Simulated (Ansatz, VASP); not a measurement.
## KTaO3 in VASP and in Ansatz

INCAR

```
SYSTEM = KTaO3
PREC = Accurate
ENCUT = 520
EDIFF = 1E-6
ISMEAR = -1
SIGMA = 0.05
LREAL = .FALSE.
LASPH = .TRUE.
NELM = 60
ALGO = Normal
ISIF = 2
LWAVE = .FALSE.
LCHARG = .FALSE.
GGA = PE
NBANDS = 27
```

File KPOINTS:

```
Automatic mesh
0
G
  7 7 7
  0 0 0
```

File POSCAR:

```
KTaO3
1.0
    4.0147133525      0.0000000000      0.0000000000
    0.0000000000      4.0147133525      0.0000000000
    0.0000000000      0.0000000000      4.0147133525
Ta K O
1 1 3
Direct
    0.0000000000      0.0000000000      0.0000000000
    0.5000000000      0.5000000000      0.5000000000
    0.0000000000      0.0000000000      0.5000000000
    0.0000000000      0.5000000000      0.0000000000
    0.5000000000      0.0000000000      0.0000000000
```

input.yaml

```yaml
crystal:
  lattice:
    - [4.0147133525, 0.0, 0.0]
    - [0.0, 4.0147133525, 0.0]
    - [0.0, 0.0, 4.0147133525]
  atoms:
    - { symbol: Ta, position: [0.0, 0.0, 0.0] }
    - { symbol: K, position: [0.5, 0.5, 0.5] }
    - { symbol: O, position: [0.0, 0.0, 0.5] }
    - { symbol: O, position: [0.0, 0.5, 0.0] }
    - { symbol: O, position: [0.5, 0.0, 0.0] }
kpoints:
  mp_grid: { grid: [7, 7, 7] }
scf:
  occupations: { method: fermi_dirac, width: 0.05 }
hamiltonian:
  xc: pbe
  pseudopotentials: { kind: all_electron, lapw: { basis_error: 0.001 } }
output:
  forces: true
  stress: true
  eigenvalues: true
```

Change from the starting cell: volume scaled by 1.02.

Alike in both runs: task single point; functional PBE; k mesh 7 × 7 × 7; occupations fermi-dirac, width 0.05 eV; no spin polarisation.

|  | VASP | Ansatz |
| --- | --- | --- |
| version | VASP 6.6.1 | Ansatz 0.2.0 |
| potentials or method | VASP PAW PBE potentials, release 64 (Ta_pv, K_sv, O), cutoff 520 eV | all-electron LAPW, scalar-relativistic |

Ansatz gave:

| Quantity | Value |
| --- | --- |
| gap on the k mesh at the Fermi level (eV) | 2.24 |
| least direct gap on the mesh (eV) | 2.80 |
| pressure (GPa) | 1.5 |

**Question.** Estimate VASP's values.

**Answer.** gap on the k mesh at the Fermi level (eV): 2.19; least direct gap on the mesh (eV): 2.76; pressure (GPa): 2.0.

Ansatz ran all-electron here, and VASP with PAW potentials.

Spin-orbit coupling is off throughout.
